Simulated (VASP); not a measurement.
## Si2W: single point with LDA

Crystal: Si2W.

```
Si W
1.0
     4.67980    0.00000    0.00000
    -2.33990    4.05283    0.00000
     0.00000    0.00000    6.21197
Si W
6 3
Direct
  0.84669 0.69337 0.50000
  0.15331 0.84669 0.83333
  0.69337 0.84669 0.16667
  0.15331 0.30663 0.50000
  0.84669 0.15331 0.83333
  0.30663 0.15331 0.16667
  0.00000 0.50000 0.16667
  0.50000 0.50000 0.83333
  0.50000 0.00000 0.50000
```

This cell differs from its parent crystal: c/a of the conventional cell at fixed volume 1.3274.

| Quantity | Value |
| --- | --- |
| Program | VASP 6.6.1 |
| Task | single point |
| Functional | LDA |
| Potentials or basis | VASP PAW LDA potentials, release 64 (Si, W_sv) |
| Cutoff | 520 eV |
| k mesh | 9 × 9 × 6 |
| Occupations | gaussian, width 0.03 eV |
| Spin | no spin polarisation |
| Dipole correction | no |
| Further INCAR settings | ALGO = Normal; EDIFF = 1e-06; NBANDS = 43 |

| Item | Value |
| --- | --- |
| Pressure | 3.9 GPa |
| Largest force | 1.298 eV/Å |
| Band gap on the k mesh | zero (band 33 reaches 13.14 eV, above the bottom of band 34 at 13.04 eV) |

Forces on the atoms (eV/Å):
```
Si   0.000 -1.298  0.000
Si   1.124 -0.649  0.000
Si  -1.124 -0.649  0.000
Si   0.000  1.298  0.000
Si  -1.124  0.649  0.000
Si   1.124  0.649  0.000
W    0.000  0.000  0.000
W    0.000  0.000  0.000
W    0.000  0.000  0.000
```

Stress tensor (GPa, compression positive):
```
-3.59  0.00  0.00
 0.00 -3.59  0.00
 0.00  0.00 18.95
```

Levels at points of the mesh, in eV from the Fermi level:
```tsv
k point	band 29	band 30	band 31	band 32	band 33	band 34	band 35	band 36	band 37	band 38
(0.00, 0.00, 0.00)	-3.65	-3.58	-3.58	-2.52	-0.59	1.55	1.55	2.00	2.11	2.38
(0.00, 0.00, 0.50)	-3.60	-2.97	-2.97	-0.21	-0.21	2.03	2.03	2.21	2.22	2.22
```

It took 3.9 min on 1 thread of Intel Xeon 6975P-C, on a shared host, peak memory 0.31 GiB.

Caveat: spin-orbit coupling is left out, which moves the levels of the heavy elements; forces of over 1 eV/Å act on the atoms, so gaps and moduli don't describe the material at rest.
